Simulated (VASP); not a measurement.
Wanted: the native input for a VASP 6.6.1 run.

```
Task                   : single point
Functional             : PBE
Potentials or basis    : VASP PAW PBE potentials, release 64 (Sn_d, Te)
Cutoff                 : 520 eV
k mesh                 : 8 × 8 × 8
Occupations            : gaussian, width 0.1 eV
Spin                   : no spin polarisation
Dipole correction      : no
Further INCAR settings : ALGO = Normal; EDIFF = 1e-06; NBANDS = 24
```

The structure of SnTe3 lies in POSCAR:

```
SnTe3
1.0
    0.0000000000      3.8612190000      3.8612190000
    3.8612190000      0.0000000000      3.8612190000
    3.8612190000      3.8612190000      0.0000000000
Sn Te
1 3
Direct
    0.0000000000      0.0000000000      0.0000000000
    0.2500000000      0.2500000000      0.2500000000
    0.7500000000      0.7500000000      0.7500000000
    0.5000000000      0.5000000000      0.5000000000
```

One way to write it, as run:

INCAR

```
PREC = Accurate
ENCUT = 520
EDIFF = 1E-6
ISMEAR = 0
SIGMA = 0.1
LREAL = F
LASPH = T
NELM = 60
ALGO = Normal
ISIF = 2
LWAVE = F
LCHARG = F
GGA = PE
NBANDS = 24
```

KPOINTS

```
regular mesh
0
Gamma
  8 8 8
```

Potentials or basis: VASP PAW PBE potentials, release 64 (Sn_d, Te).

The run is started by

```sh
$ cat potpaw_PBE.64/Sn_d/POTCAR potpaw_PBE.64/Te/POTCAR > POTCAR
$ mpirun -np 1 vasp_std > vasp.out
```

It gave:

```json
{
  "Pressure": "0.0 GPa",
  "Band gap on the k mesh": "zero (band 16 reaches 8.11 eV, above the bottom of band 17 at 5.88 eV)"
}
```

Caveat: spin-orbit coupling is left out, which moves the levels of the heavy elements.

Run time: 44 s on 1 thread of Intel(R) Xeon(R) 6975P-C (Granite Rapids) (shared host), peak memory 0.29 GiB.
